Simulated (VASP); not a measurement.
# HfO2 (Fm-3m) in VASP: notebook, part 2 of 2

VASP 6.6.1. The steps go on from the part before.

### 3 Single point, r2SCAN

POSCAR

```
HfO2
1.0
    0.0000000000      2.5291609957      2.5291609957
    2.5291609957      0.0000000000      2.5291609957
    2.5291609957      2.5291609957      0.0000000000
Hf O
1 2
Direct
    0.0000000000      0.0000000000      0.0000000000
    0.2500000000      0.2500000000      0.2500000000
    0.7500000000      0.7500000000      0.7500000000
```

INCAR.step1

```
SYSTEM = HfO2
PREC = Accurate
ENCUT = 520
ISMEAR = 0
SIGMA = 0.02
LREAL = .FALSE.
LASPH = .TRUE.
NELM = 100
NBANDS = 18
GGA = PE
ALGO = Normal
EDIFF = 1E-4
LWAVE = .TRUE.
LCHARG = .FALSE.
```

INCAR.step2

```
SYSTEM = HfO2
PREC = Accurate
ENCUT = 520
EDIFF = 1E-6
ISMEAR = 0
SIGMA = 0.02
LREAL = .FALSE.
LASPH = .TRUE.
NELM = 100
ALGO = Normal
ISIF = 2
LWAVE = .FALSE.
LCHARG = .FALSE.
METAGGA = R2SCAN
LMIXTAU = .TRUE.
NBANDS = 18
ISTART = 1
```

KPOINTS

```
regular mesh
0
G
  8 8 8
  0 0 0
```

Potentials or basis: VASP PAW PBE potentials, release 64 (Hf_pv, O).

Launch:

```bash
cat potpaw_PBE.64/Hf_pv/POTCAR potpaw_PBE.64/O/POTCAR > POTCAR
cp INCAR.step1 INCAR
mpirun -np 1 vasp_std > vasp.out
cp INCAR.step2 INCAR
mpirun -np 1 vasp_std > vasp.out
```

OUTCAR:

```text
SYSTEM = HfO2
   PREC = Accurate
   ENCUT = 520
   EDIFF = 1E-6
   ISMEAR = 0
   LREAL = .FALSE.
   LASPH = .TRUE.
   NELM = 100
   ISIF = 2
   METAGGA = R2SCAN
   ISTART = 1

 ion  position               nearest neighbor table
   1  0.000  0.000  0.000-   3 2.19   3 2.19   3 2.19   2 2.19   3 2.19   2 2.19   2 2.19   2 2.19

   2  0.250  0.250  0.250-   1 2.19   1 2.19   1 2.19   1 2.19
   3  0.750  0.750  0.750-   1 2.19   1 2.19   1 2.19   1 2.19

  LATTYP: Found a face centered cubic cell.
 ALAT       =     5.0583219914

  Lattice vectors:

 A1 = (   0.0000000000,   2.5291609957,   2.5291609957)
 A2 = (   2.5291609957,   0.0000000000,   2.5291609957)
 A3 = (   2.5291609957,   2.5291609957,   0.0000000000)

Analysis of symmetry for initial positions (statically):
=====================================================================
 Subroutine PRICEL returns:
 Original cell was already a primitive cell.

 Routine SETGRP: Setting up the symmetry group for a
 face centered cubic supercell.

 Subroutine GETGRP returns: Found 48 space group operations
 (whereof 48 operations were pure point group operations)
 out of a pool of 48 trial point group operations.

The static configuration has the point symmetry O_h .

Analysis of symmetry for dynamics (positions and initial velocities):
=====================================================================
 Subroutine PRICEL returns:
 Original cell was already a primitive cell.

 Routine SETGRP: Setting up the symmetry group for a
 face centered cubic supercell.

 Subroutine GETGRP returns: Found 48 space group operations
 (whereof 48 operations were pure point group operations)
 out of a pool of 48 trial point group operations.

The dynamic configuration has the point symmetry O_h .

 Subroutine INISYM returns: Found 48 space group operations
 (whereof 48 operations are pure point group operations),
 and found     1 'primitive' translations

[... 112 lines left out ...]
   EFERMI_NEDOS =   21; number of points for ismear=-14 and -15
   IALGO  =     38    algorithm
   IMIX   =      4    mixing-type and parameters
     AMIX     =   0.40;   BMIX     =  1.00
     AMIX_MAG =   1.60;   BMIX_MAG =  1.00
  volume/ion in A,a.u.               =      10.79        72.78
  Fermi-wavevector in a.u.,A,eV,Ry     =   1.439558  2.720371 28.195735  2.072328
  Thomas-Fermi vector in A             =   2.558400
   LORBIT       =      0    0 simple, 1 ext, 2 COOP (PROOUT), +10 PAW based schemes
   METAGGA = R2SCAN    functional components
   LHFCALC =     F    Hartree Fock is set to
   AEXX    =    0.0000 exact exchange contribution
   IVDW    =     0    specifies the selected vdW correction
   LEPSILON=     F    determine dielectric tensor
   LRPA    =     F    only Hartree local field effects (RPA)
 non-spin polarized calculation
 Gauss-broadening in eV      SIGMA  =   0.02
  energy-cutoff  :      520.00
  volume of cell :       32.36
 maximum number of plane-waves:       893
   NGX = 13   NGY = 13   NGZ = 13

 number of electron      21.9999992 magnetization

 Free energy of the ion-electron system (eV)
  ---------------------------------------------------
  ext. energy  EPLUGINS =         0.00000000
  ---------------------------------------------------
  free energy    TOTEN  =       -68.54746765 eV

  energy without entropy =      -68.54746765  energy(sigma->0) =      -68.54746765

 E-fermi :   4.1474     XC(G=0): -12.6184

 val. band max:        3.9686081503   @ k =   0.5000   0.5000   0.0000
 cond. band min:       8.2847377050   @ k =   0.5000   0.5000   0.0000
 fundamental gap:      4.3161295548
 Fermi energy:         4.1474248787

 k-point     1 :       0.0000    0.0000    0.0000
  band No.  band energies     occupation
      1     -26.6545      2.00000
      2     -26.6545      2.00000
      3     -26.6545      2.00000
      4     -15.8038      2.00000
      5     -12.7672      2.00000
      6      -1.5151      2.00000
[... 481 lines left out ...]
      5     -13.6538      2.00000
      6      -0.9770      2.00000
[... 10 lines left out ...]
     17      15.5816      0.00000
     18      16.6721      0.00000

 [... further k-points ...]

------------------------ aborting loop because EDIFF is reached ----------------------------------------

  FORCE on cell =-STRESS in cart. coord.  units (eV):
  Direction    XX          YY          ZZ          XY          YZ          ZX
  --------------------------------------------------------------------------------------
  -------------------------------------------------------------------------------------
  Total       -0.7935919     -0.7935919     -0.7935919      0.0000000      0.0000000     -0.0000000
  in kB      -39.2960040    -39.2960040    -39.2960040      0.0000000      0.0000000     -0.0000000
  external PRESSURE =     -39.2960040 kB  Pullay stress =       0.0000000 kB

 VOLUME and BASIS-vectors are now :
 -----------------------------------------------------------------------------
  energy-cutoff  :      520.00
  volume of cell :       32.36
      direct lattice vectors                 reciprocal lattice vectors
     0.000000000  2.529160996  2.529160996    -0.197694018  0.197694018  0.197694018
     2.529160996  0.000000000  2.529160996     0.197694018 -0.197694018  0.197694018
     2.529160996  2.529160996  0.000000000     0.197694018  0.197694018 -0.197694018

 POSITION                                       TOTAL-FORCE (eV/Angst)
 -----------------------------------------------------------------------------------
      0.00000      0.00000      0.00000         0.000000      0.000000      0.000000
      1.26458      1.26458      1.26458         0.000000     -0.000000      0.000000
      3.79374      3.79374      3.79374        -0.000000      0.000000     -0.000000
 -----------------------------------------------------------------------------------
    total drift:                                0.000000      0.000000      0.000000

  FREE ENERGIE OF THE ION-ELECTRON SYSTEM (eV)
  ---------------------------------------------------
  free  energy   TOTEN  =       -68.5474676513 eV

  energy  without entropy=      -68.5474676513  energy(sigma->0) =      -68.54746765
```

OSZICAR.step1:

```text
N       E                     dE             d eps       ncg     rms          rms(c)
DAV:   1     0.862763076615E+02    0.86276E+02   -0.12664E+04  1044   0.121E+03
DAV:   2    -0.321240791443E+02   -0.11840E+03   -0.11459E+03  1334   0.285E+02
DAV:   3    -0.359879501517E+02   -0.38639E+01   -0.38499E+01  1198   0.449E+01
DAV:   4    -0.360104795055E+02   -0.22529E-01   -0.22524E-01  1260   0.385E+00
DAV:   5    -0.360106209271E+02   -0.14142E-03   -0.14142E-03  1172   0.284E-01    0.486E+01
DAV:   6    -0.303708609921E+02    0.56398E+01   -0.20072E+01  1070   0.324E+01    0.420E+01
DAV:   7    -0.302817671018E+02    0.89094E-01   -0.66674E-01  1196   0.670E+00    0.293E+01
DAV:   8    -0.302671168375E+02    0.14650E-01   -0.27777E-01  1134   0.484E+00    0.959E+00
DAV:   9    -0.302458320759E+02    0.21285E-01   -0.66263E-02  1112   0.216E+00    0.263E+00
DAV:  10    -0.302459932994E+02   -0.16122E-03   -0.32792E-03  1160   0.440E-01    0.190E-01
DAV:  11    -0.302460382342E+02   -0.44935E-04   -0.16850E-04  1126   0.114E-01
   1 F= -.30246038E+02 E0= -.30246038E+02  d E =-.121142E-11
```

Run time: 32 s. Hardware: 1 thread of Intel Xeon 6975P-C (Granite Rapids), shared host; peak memory 0.17 GiB.

Results:

```
Free energy            : -68.5475 eV
Pressure               : -3.9 GPa
Band gap on the k mesh : 4.32 eV, direct
```

Caveat: the PAW data sets were made with another functional, which shifts forces and pressure a little; spin-orbit coupling is left out, which moves the levels of the heavy elements. r2SCAN opens gaps a little over a GGA but as a rule still falls short of measured ones.

### 4 Single point, r2SCAN (volume scaled by 1.03)

POSCAR

```
HfO2
1.0
    0.0000000000      2.5542038223      2.5542038223
    2.5542038223      0.0000000000      2.5542038223
    2.5542038223      2.5542038223      0.0000000000
Hf O
1 2
Direct
    0.0000000000      0.0000000000      0.0000000000
    0.2500000000      0.2500000000      0.2500000000
    0.7500000000      0.7500000000      0.7500000000
```

INCAR.step1

```
PREC = Accurate
ENCUT = 520
ISMEAR = 0
SIGMA = 0.02
LREAL = False
LASPH = True
NELM = 100
NBANDS = 18
GGA = PE
ALGO = Normal
EDIFF = 1E-4
LWAVE = True
LCHARG = False
```

INCAR.step2

```
PREC = Accurate
ENCUT = 520
EDIFF = 1E-6
ISMEAR = 0
SIGMA = 0.02
LREAL = False
LASPH = True
NELM = 100
ALGO = Normal
ISIF = 2
LWAVE = False
LCHARG = False
METAGGA = R2SCAN
LMIXTAU = True
NBANDS = 18
ISTART = 1
```

KPOINTS

```
regular mesh
0
Gamma
  8 8 8
```

Launch:

```bash
cat potpaw_PBE.64/Hf_pv/POTCAR potpaw_PBE.64/O/POTCAR > POTCAR
cp INCAR.step1 INCAR
mpirun -np 1 vasp_std > vasp.out
cp INCAR.step2 INCAR
mpirun -np 1 vasp_std > vasp.out
```

It took 39 s on 1 thread of Intel Xeon 6975P-C (Granite Rapids), shared host; peak memory 0.17 GiB.

It converged, with:

```
Free energy            : -68.5029 eV
Pressure               : -11.1 GPa
Band gap on the k mesh : 4.23 eV, direct
```

Levels at points of the mesh, in eV from the valence-band top:
```csv
k point,band 7,band 8,band 9,band 10,band 11,band 12,band 13,band 14,band 15,band 16
"(0.00, 0.00, 0.00)",-5.30,-5.30,-0.63,-0.63,-0.63,4.34,4.34,6.28,10.71,10.71
"(0.50, 0.00, 0.00)",-4.25,-3.03,-2.75,-1.87,-1.87,5.01,5.01,7.27,9.53,9.69
"(0.50, 0.50, 0.00)",-3.52,-3.52,-1.51,-1.51,0.00,4.23,5.88,6.96,8.47,8.47
```

Caveat: the PAW data sets were made with another functional, which shifts forces and pressure a little; spin-orbit coupling is left out, which moves the levels of the heavy elements.

### 5 Single point, r2SCAN (volume scaled by 1.06)

POSCAR

```
HfO2
1.0
    0.0000000000      2.5787649812      2.5787649812
    2.5787649812      0.0000000000      2.5787649812
    2.5787649812      2.5787649812      0.0000000000
Hf O
1 2
Direct
    0.0000000000      0.0000000000      0.0000000000
    0.2500000000      0.2500000000      0.2500000000
    0.7500000000      0.7500000000      0.7500000000
```

INCAR.step1

```
ALGO = Normal
EDIFF = 1E-4
ENCUT = 520
GGA = PE
ISMEAR = 0
LASPH = T
LCHARG = F
LREAL = F
LWAVE = T
NBANDS = 18
NELM = 80
PREC = Accurate
SIGMA = 0.02
```

INCAR.step2

```
ALGO = Normal
EDIFF = 1E-6
ENCUT = 520
ISIF = 2
ISMEAR = 0
ISTART = 1
LASPH = T
LCHARG = F
LMIXTAU = T
LREAL = F
LWAVE = F
METAGGA = R2SCAN
NBANDS = 18
NELM = 80
PREC = Accurate
SIGMA = 0.02
```

KPOINTS

```
k-points
0
Gamma
  8 8 8
```

Potentials or basis: VASP PAW PBE potentials, release 64 (Hf_pv, O).

Launch:

```bash
cat potpaw_PBE.64/Hf_pv/POTCAR potpaw_PBE.64/O/POTCAR > POTCAR
cp INCAR.step1 INCAR
mpirun -np 1 vasp_std > vasp.out
cp INCAR.step2 INCAR
mpirun -np 1 vasp_std > vasp.out
```

OUTCAR:

```text
EDIFF = 1E-6
   ENCUT = 520
   ISIF = 2
   ISMEAR = 0
   ISTART = 1
   LASPH = T
   LREAL = F
   METAGGA = R2SCAN
   NELM = 80
   PREC = Accurate

 ion  position               nearest neighbor table
   1  0.000  0.000  0.000-   3 2.23   3 2.23   3 2.23   2 2.23   3 2.23   2 2.23   2 2.23   2 2.23

   2  0.250  0.250  0.250-   1 2.23   1 2.23   1 2.23   1 2.23
   3  0.750  0.750  0.750-   1 2.23   1 2.23   1 2.23   1 2.23

  LATTYP: Found a face centered cubic cell.
 ALAT       =     5.1575299624

  Lattice vectors:

 A1 = (   0.0000000000,   2.5787649812,   2.5787649812)
 A2 = (   2.5787649812,   0.0000000000,   2.5787649812)
 A3 = (   2.5787649812,   2.5787649812,   0.0000000000)

Analysis of symmetry for initial positions (statically):
=====================================================================
 Subroutine PRICEL returns:
 Original cell was already a primitive cell.

 Routine SETGRP: Setting up the symmetry group for a
 face centered cubic supercell.

 Subroutine GETGRP returns: Found 48 space group operations
 (whereof 48 operations were pure point group operations)
 out of a pool of 48 trial point group operations.

The static configuration has the point symmetry O_h .

Analysis of symmetry for dynamics (positions and initial velocities):
=====================================================================
 Subroutine PRICEL returns:
 Original cell was already a primitive cell.

 Routine SETGRP: Setting up the symmetry group for a
 face centered cubic supercell.

 Subroutine GETGRP returns: Found 48 space group operations
 (whereof 48 operations were pure point group operations)
 out of a pool of 48 trial point group operations.

The dynamic configuration has the point symmetry O_h .

 Subroutine INISYM returns: Found 48 space group operations
 (whereof 48 operations are pure point group operations),
[... 114 lines left out ...]
   EFERMI_NEDOS =   21; number of points for ismear=-14 and -15
   IALGO  =     38    algorithm
   IMIX   =      4    mixing-type and parameters
     AMIX     =   0.40;   BMIX     =  1.00
     AMIX_MAG =   1.60;   BMIX_MAG =  1.00
  volume/ion in A,a.u.               =      11.43        77.15
  Fermi-wavevector in a.u.,A,eV,Ry     =   1.411868  2.668043 27.121446  1.993370
  Thomas-Fermi vector in A             =   2.533675
   LORBIT       =      0    0 simple, 1 ext, 2 COOP (PROOUT), +10 PAW based schemes
   METAGGA = R2SCAN    functional components
   LHFCALC =     F    Hartree Fock is set to
   AEXX    =    0.0000 exact exchange contribution
   IVDW    =     0    specifies the selected vdW correction
   LEPSILON=     F    determine dielectric tensor
   LRPA    =     F    only Hartree local field effects (RPA)
 non-spin polarized calculation
 Gauss-broadening in eV      SIGMA  =   0.02
  energy-cutoff  :      520.00
  volume of cell :       34.30
 maximum number of plane-waves:       941
   NGX = 13   NGY = 13   NGZ = 13

 number of electron      21.9999996 magnetization

 Free energy of the ion-electron system (eV)
  ---------------------------------------------------
  ext. energy  EPLUGINS =         0.00000000
  ---------------------------------------------------
  free energy    TOTEN  =       -68.41766410 eV

  energy without entropy =      -68.41766410  energy(sigma->0) =      -68.41766410

 E-fermi :   3.6386     XC(G=0): -12.2818

 val. band max:        3.4827138852   @ k =   0.5000   0.5000   0.0000
 cond. band min:       7.6262419650   @ k =   0.5000   0.5000   0.0000
 fundamental gap:      4.1435280798
 Fermi energy:         3.6386189621

 k-point     1 :       0.0000    0.0000    0.0000
  band No.  band energies     occupation
      1     -27.4281      2.00000
      2     -27.4281      2.00000
      3     -27.4281      2.00000
      4     -15.9301      2.00000
      5     -13.1784      2.00000
      6      -1.6429      2.00000
[... 481 lines left out ...]
      5     -14.0388      2.00000
      6      -1.1759      2.00000
[... 10 lines left out ...]
     17      14.7023      0.00000
     18      15.7990      0.00000

 [... further k-points ...]

------------------------ aborting loop because EDIFF is reached ----------------------------------------

  FORCE on cell =-STRESS in cart. coord.  units (eV):
  Direction    XX          YY          ZZ          XY          YZ          ZX
  --------------------------------------------------------------------------------------
  -------------------------------------------------------------------------------------
  Total       -3.6975061     -3.6975061     -3.6975061      0.0000000      0.0000000     -0.0000000
  in kB     -172.7246001   -172.7246001   -172.7246001      0.0000000      0.0000000     -0.0000000
  external PRESSURE =    -172.7246001 kB  Pullay stress =       0.0000000 kB

 VOLUME and BASIS-vectors are now :
 -----------------------------------------------------------------------------
  energy-cutoff  :      520.00
  volume of cell :       34.30
      direct lattice vectors                 reciprocal lattice vectors
     0.000000000  2.578764981  2.578764981    -0.193891263  0.193891263  0.193891263
     2.578764981  0.000000000  2.578764981     0.193891263 -0.193891263  0.193891263
     2.578764981  2.578764981  0.000000000     0.193891263  0.193891263 -0.193891263

 POSITION                                       TOTAL-FORCE (eV/Angst)
 -----------------------------------------------------------------------------------
      0.00000      0.00000      0.00000        -0.000000      0.000000     -0.000000
      1.28938      1.28938      1.28938         0.000000      0.000000      0.000000
      3.86815      3.86815      3.86815        -0.000000     -0.000000     -0.000000
 -----------------------------------------------------------------------------------
    total drift:                                0.000000     -0.000000      0.000000

  FREE ENERGIE OF THE ION-ELECTRON SYSTEM (eV)
  ---------------------------------------------------
  free  energy   TOTEN  =       -68.4176641002 eV

  energy  without entropy=      -68.4176641002  energy(sigma->0) =      -68.41766410
```

OSZICAR.step1:

```text
N       E                     dE             d eps       ncg     rms          rms(c)
DAV:   1     0.885600050509E+02    0.88560E+02   -0.12619E+04  1052   0.120E+03
DAV:   2    -0.319376373837E+02   -0.12050E+03   -0.11560E+03  1348   0.283E+02
DAV:   3    -0.360502205134E+02   -0.41126E+01   -0.40952E+01  1208   0.459E+01
DAV:   4    -0.360740747535E+02   -0.23854E-01   -0.23848E-01  1286   0.396E+00
DAV:   5    -0.360742368837E+02   -0.16213E-03   -0.16213E-03  1188   0.305E-01    0.429E+01
DAV:   6    -0.303564816720E+02    0.57178E+01   -0.21163E+01  1062   0.319E+01    0.385E+01
DAV:   7    -0.302371303405E+02    0.11935E+00   -0.70952E-01  1184   0.685E+00    0.279E+01
DAV:   8    -0.302199411632E+02    0.17189E-01   -0.40441E-01  1116   0.564E+00    0.104E+01
DAV:   9    -0.301884658944E+02    0.31475E-01   -0.86634E-02  1096   0.252E+00    0.276E+00
DAV:  10    -0.301889149009E+02   -0.44901E-03   -0.37571E-03  1156   0.464E-01    0.108E-01
DAV:  11    -0.301889302292E+02   -0.15328E-04   -0.21637E-04  1166   0.117E-01
   1 F= -.30188930E+02 E0= -.30188930E+02  d E =-.622193E-39
```

Wall time 35 s (1 thread of Intel Xeon 6975P-C (Granite Rapids), shared host); peak memory 0.17 GiB.

Results:

```yaml
Free_energy: -68.4177 eV
Pressure: -17.3 GPa
Band_gap_on_the_k_mesh: 4.14 eV, direct
```

Levels at points of the mesh, in eV from the valence-band top:
```
           k point  band 8  band 9  band 10  band 11  band 12  band 13  band 14  band 15
(0.00, 0.00, 0.00)   -5.13   -0.61    -0.61    -0.61     4.26     4.26     6.04    10.34
(0.50, 0.00, 0.00)   -2.98   -2.69    -1.83    -1.83     4.89     4.89     7.00     9.38
(0.50, 0.50, 0.00)   -3.45   -1.47    -1.47     0.00     4.14     5.72     6.70     8.21
```

Caveat: the PAW data sets were made with another functional, which shifts forces and pressure a little; spin-orbit coupling is left out, which moves the levels of the heavy elements. A k mesh can miss the band edges.

### 6 Overview

| cell | gap on the mesh (eV) | pressure (GPa) |
| --- | --- | --- |
| a = 3.577 Å, angles 60.0°, 3 atoms | 4.32 | -3.9 |
| a = 3.612 Å, angles 60.0°, 3 atoms | 4.23 | -11.1 |
| a = 3.647 Å, angles 60.0°, 3 atoms | 4.14 | -17.3 |

Alike in all rows: task single point; level r2SCAN; potentials or basis VASP PAW PBE potentials, release 64 (Hf_pv, O); no spin polarisation; k mesh 8 × 8 × 8; cutoff (eV) 520; smearing gaussian 0.02 eV.

Caveats: the PAW data sets were made with another functional, which shifts forces and pressure a little; spin-orbit coupling is left out, which moves the levels of the heavy elements.

Absolute energies hang on the potentials; compare differences alone.
